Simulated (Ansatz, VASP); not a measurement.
# Hg in VASP and in Ansatz

The input INCAR:

```
SYSTEM = Hg
ALGO = Fast ; EDIFF = 1E-7
ENCUT = 520 ; GGA = PE
ISIF = 2 ; ISMEAR = 0
LASPH = .True. ; LCHARG = .False.
LREAL = .False. ; LWAVE = .False.
NBANDS = 19 ; NELM = 60
PREC = Accurate ; SIGMA = 0.1
```

The input KPOINTS:

```
k-points
0
Gamma
  10 10 14
  0 0 0
```

File POSCAR:

```
Hg
1.0
    4.7555647509      0.0000000000      0.0000000000
    0.0000000000      4.1677904611      0.0000000000
   -0.5467083952      0.0000000000      3.1146691903
Hg
2
Direct
    0.5000000000      0.0000000000      0.5000000000
    0.0000000000      0.5000000000      0.5000000000
```

Input for Ansatz:

```yaml
crystal:
  lattice:
    - [4.7555647509, 0.0, 0.0]
    - [0.0, 4.1677904611, 0.0]
    - [-0.5467083952, 0.0, 3.1146691903]
  atoms:
    - { symbol: Hg, position: [0.5, 0.0, 0.5] }
    - { symbol: Hg, position: [0.0, 0.5, 0.5] }
basis:
  ecutwfc: 420
kpoints:
  mp_grid: { grid: [10, 10, 14] }
hamiltonian:
  xc: pbe
scf:
  occupations: { method: gaussian, width: 0.1 }
output:
  forces: true
  stress: true
  eigenvalues: true
```

Change from the starting cell: equal strain along all axes, cell held, atoms relaxed: +2.0 %.

Alike in both runs: task single point; functional PBE; k mesh 10 × 10 × 14; occupations gaussian, width 0.1 eV; no spin polarisation.

|  | VASP | Ansatz |
| --- | --- | --- |
| version | VASP 6.6.1 | Ansatz 0.2.0 |
| potentials or method | VASP PAW PBE potentials, release 64 (Hg), cutoff 520 eV | scalar-relativistic, plane waves, PAW |
| valence electrons in the cell | 24 | 40 |

|  | VASP | Ansatz | Ansatz less VASP |
| --- | --- | --- | --- |
| gap on the k mesh at the Fermi level (eV) | none | none | - |
| pressure (GPa) | -0.4 | -0.5 | -0.14 |
| traceless stress, the component that is largest in VASP (GPa) | -0.05 | -0.03 | +0.018 |

A gap of «none» marks a metal or a gap that the smearing closes. VASP's potentials hold 24 valence electrons a cell and Ansatz's 40, so a difference there can come from the potentials and not from the codes.

Neither program's run includes spin-orbit coupling.
